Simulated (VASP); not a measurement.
## W: relaxation of cell and atoms with PBEsol

The system is W.

```
CELL_PARAMETERS angstrom
-1.58234 1.58234 1.58234
1.58234 -1.58234 1.58234
1.58234 1.58234 -1.58234
ATOMIC_POSITIONS crystal
W 0.00000 0.00000 0.00000
```

| Item | Value |
| --- | --- |
| Program | VASP 6.6.1 |
| Task | relaxation of cell and atoms |
| Functional | PBEsol |
| Potentials or basis | VASP PAW PBE potentials, release 64 (W_sv) |
| Cutoff | 600 eV |
| k mesh | 18 × 18 × 18 |
| Occupations | gaussian, width 0.1 eV |
| Spin | no spin polarisation |
| Dipole correction | no |
| Further INCAR settings | ALGO = Normal; EDIFF = 1e-06; IBRION = 2; EDIFFG = -0.005; NSW = 100; ISIF = 3 |

| Quantity | Value |
| --- | --- |
| Relaxed volume | 15.73 Å³/atom |
| Relaxed cell | a = 2.734 Å, b = 2.734 Å, c = 2.734 Å, α = 109.47°, β = 109.47°, γ = 109.47° |
| Space group after relaxing (to 0.05 Å) | Im-3m (No. 229) |
| Energy gained by relaxing | 0.9 meV/atom |
| Ionic steps | 3 |
| Pressure after relaxing | 0.0 GPa |
| Band gap on the k mesh | zero (band 7 reaches 16.63 eV, above the bottom of band 8 at 10.14 eV) |

Step by step:
| step | energy change (eV) | largest force (eV/Å) | pressure (GPa) | volume (Å³) |
| --- | --- | --- | --- | --- |
| 1 | 0.0000 | 0.0000 | -2.49 | 15.85 |
| 2 | 0.0121 | 0.0000 | 9.83 | 15.29 |
| 3 | -0.0009 | 0.0000 | -0.01 | 15.73 |

Final structure:
```xyz
1
Lattice="-1.5783 1.5783 1.5783 1.5783 -1.5783 1.5783 1.5783 1.5783 -1.5783" Properties=species:S:1:pos:R:3 pbc="T T T"
W     0.0000    0.0000    0.0000
```

Levels at points of the mesh, in eV from the Fermi level:
| k point | band 3 | band 4 | band 5 | band 6 | band 7 | band 8 | band 9 | band 10 | band 11 |
| --- | --- | --- | --- | --- | --- | --- | --- | --- | --- |
| (0.00, 0.00, 0.00) | -37.67 | -37.67 | -9.69 | -1.24 | -1.24 | -1.24 | 2.26 | 2.26 | 14.57 |
| (0.50, 0.00, 0.00) | -38.10 | -37.68 | -6.33 | -3.60 | 0.73 | 2.17 | 3.15 | 6.25 | 11.53 |
| (0.50, 0.50, 0.50) | -38.60 | -38.60 | -5.91 | -5.91 | 5.24 | 5.24 | 5.24 | 8.33 | 8.33 |

It took 60 s on 1 thread of Intel(R) Xeon(R) Platinum 8375C CPU @ 2.90GHz (Ice Lake) (shared host), peak memory 0.18 GiB.

Caveat: the PAW data sets were made with another functional, which shifts forces and pressure a little; spin-orbit coupling is left out, which moves the levels of the heavy elements.
